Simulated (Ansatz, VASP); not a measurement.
## Ga2BAs3: VASP beside Ansatz

```
Ga B As
1.0
     3.80028    0.00000    0.00000
    -1.90014    3.29114    0.00000
     0.00000    0.00000    9.30875
Ga B As
2 1 3
Direct
  0.00000 0.00000 0.00000
  0.66667 0.33333 0.33333
  0.33333 0.66667 0.66667
  0.00000 0.00000 0.75000
  0.33333 0.66667 0.41667
  0.66667 0.33333 0.08333
```

Alike in both runs: task relaxation of cell and atoms; functional PBE; k mesh 6 × 6 × 2; occupations gaussian, width 0.1 eV; no spin polarisation.

|  | VASP | Ansatz |
| --- | --- | --- |
| version | VASP 6.6.1 | Ansatz 0.2.0 |
| potentials or method | VASP PAW PBE potentials, release 64 (Ga_d, B, As), cutoff 600 eV | scalar-relativistic, plane waves, PAW |
| valence electrons in the cell | 44 | 74 |

```tsv
	VASP	Ansatz	Ansatz less VASP
gap on the k mesh at the Fermi level, each at its own relaxed structure (eV)	none	none	-
relaxed volume (Å³/atom)	20.44	20.41	-0.027
relaxed cell length with the largest relative difference (Å)	9.508	9.502	-0.0060
```

A gap of «none» marks a metal or a gap that the smearing closes. VASP's potentials hold 44 valence electrons a cell and Ansatz's 74, so a difference there can come from the potentials and not from the codes.
